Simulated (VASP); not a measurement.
Crystal: TiSe2 (lda).

```
CELL_PARAMETERS angstrom
3.53600 0.00000 0.00000
-1.76800 3.06227 0.00000
0.00000 0.00000 6.00400
ATOMIC_POSITIONS crystal
Ti 0.00000 0.00000 0.00000
Se 0.33333 0.66667 0.25520
Se 0.66667 0.33333 0.74480
```

| Property | Result |
| --- | --- |
| Program | VASP 6.6.1 |
| Task | relaxation of cell and atoms |
| Functional | LDA |
| Potentials or basis | VASP PAW LDA potentials, release 64 (Ti_sv, Se) |
| Cutoff | 500 eV |
| k mesh | 15 × 15 × 8 |
| Occupations | gaussian, width 0.1 eV |
| Spin | no spin polarisation |

At the start: pressure -4.5 GPa; volume 21.67 Å³/atom.

Where does the relaxation end?

Over 14 steps the energy falls by 22.6 meV/atom and the volume is 19.85 Å³/atom (-8.4 %); space group P-3m1 (No. 164, to 0.05 Å).

Step by step:
| step | energy change (eV) | largest force (eV/Å) | pressure (GPa) | volume (Å³) |
| --- | --- | --- | --- | --- |
| 1 | 0.0000 | 0.2437 | -4.52 | 65.01 |
| 2 | -0.0106 | 0.8443 | 4.39 | 59.43 |
| 3 | -0.0475 | 0.3044 | -0.15 | 61.95 |
| 4 | -0.0563 | 0.2045 | -0.16 | 61.46 |
| 5 | -0.0606 | 0.0690 | -0.15 | 60.83 |
| 6 | -0.0629 | 0.0707 | -0.04 | 60.53 |
| 7 | -0.0670 | 0.0710 | 0.36 | 59.64 |
| 8 | -0.0673 | 0.0677 | 0.55 | 59.28 |
| 9 | -0.0673 | 0.0711 | -0.38 | 59.54 |
| 10 | -0.0678 | 0.0039 | 0.07 | 59.42 |
| 11 | -0.0678 | 0.0024 | 0.08 | 59.41 |
| 12 | -0.0678 | 0.0027 | 0.05 | 59.46 |
| 13 | -0.0679 | 0.0032 | -0.01 | 59.54 |
| 14 | -0.0679 | 0.0008 | 0.01 | 59.54 |

Final structure:
```
CELL_PARAMETERS angstrom
3.44003 0.00000 0.00000
-1.72001 2.97915 0.00000
0.00000 0.00000 5.80998
ATOMIC_POSITIONS crystal
Ti 0.00000 0.00000 0.00000
Se 0.33333 0.66667 0.26520
Se 0.66667 0.33333 0.73480
```
